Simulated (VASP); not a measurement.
Here is a VASP 6.6.1 calculation.

File INCAR:

```
  PREC = Accurate
  ENCUT = 520
  EDIFF = 1E-6
  ISMEAR = 0
  SIGMA = 0.1
  LREAL = False
  LASPH = True
  NELM = 100
  ALGO = Normal
  ISIF = 2
  LWAVE = False
  LCHARG = False
  LDIPOL = True
  IDIPOL = 3
  DIPOL = 0.5 0.5 0.499
  GGA = PS
  IBRION = 2
  NSW = 90
  EDIFFG = -0.03
```

Contents of KPOINTS:

```
regular mesh
0
Gamma
  12 12 1
```

The input POSCAR:

```
Ti4O
1.0
    2.8679135956      0.0000000000      0.0000000000
   -1.4339567978      2.4836860297      0.0000000000
    0.0000000000      0.0000000000     26.0249249357
Ti O
4 1
Selective dynamics
Direct
    0.6666666667      0.3333333333      0.3266099719  F F F
    0.3333333333      0.6666666667      0.4165868556  F F F
    0.0000000000      0.0000000000      0.5080269230  T T T
    0.6666666667      0.3333333333      0.5921085132  T T T
    0.3333333333      0.6666666667      0.6512825551  T T T
```

Potentials or basis: VASP PAW PBE potentials, release 64 (Ti_sv, O).

Launch:

```console
$ cat potpaw_PBE.64/Ti_sv/POTCAR potpaw_PBE.64/O/POTCAR > POTCAR
$ mpirun -np 1 vasp_std > vasp.out
```

Problem. Predict the energy gained by relaxing.

Solution. 506.6 meV/atom.

Problem. Predict the band gap on the k mesh.

Solution. Zero (bands 27 and 28 overlap by 0.97 eV).

Step by step:
```tsv
step	energy change (eV)	largest force on free atoms (eV/Å)	pressure (GPa)
1	0.0000	6.8111	-3.38
2	-2.5140	0.2324	0.52
3	-2.5140	0.2252	0.54
4	-2.5188	0.1586	0.60
5	-2.5234	0.1429	0.76
6	-2.5244	0.1388	0.65
7	-2.5244	0.1296	0.66
8	-2.5256	0.1192	0.69
9	-2.5287	0.0879	0.80
10	-2.5322	0.0467	1.02
11	-2.5325	0.0687	1.11
12	-2.5327	0.0943	1.08
13	-2.5328	0.0594	1.10
14	-2.5329	0.0470	1.21
15	-2.5330	0.0078	1.16
```

Caveat: the PAW data sets were made with another functional, which shifts forces and pressure a little.
